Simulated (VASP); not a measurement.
Ti, 1 atom in the cell. Symmetry: P6/mmm, No. 191, hexagonal system. Conventional cell: a = 2.198 Å, b = 2.198 Å, c = 2.066 Å, α = 90.00°, β = 90.00°, γ = 120.00°. Ti (site symmetry 6/mmm) has 8 Ti at 2.07 to 2.20 Å within 2.7 Å. This isn't the form of Ti at room conditions, which is hcp.

* Program: VASP 6.6.1
* Task: relaxation of cell and atoms
* Functional: PBE
* Potentials or basis: VASP PAW PBE potentials, release 64 (Ti_sv)
* Cutoff: 600 eV
* k mesh: 20 × 20 × 18
* Occupations: fermi-dirac, width 0.08 eV
* Spin: no spin polarisation
* Target pressure: 230 GPa
* Dipole correction: no
* Further INCAR settings: ALGO = Normal; EDIFF = 1e-06; IBRION = 2; EDIFFG = -0.005; NSW = 60; ISIF = 3

Potentials or basis: VASP PAW PBE potentials, release 64 (Ti_sv).

Run with:

```console
$ cat potpaw_PBE.64/Ti_sv/POTCAR > POTCAR
$ mpirun -np 1 vasp_std > vasp.out
```

Hardware: 1 thread of Intel Xeon 8259CL (shared host).

Question: Estimate the wall time of this run.

Answer: It took 3.1 min on 1 thread of Intel Xeon 8259CL, on a shared host, peak memory 0.18 GiB. Counts: scf iterations 62, k points 440, ion steps 9.
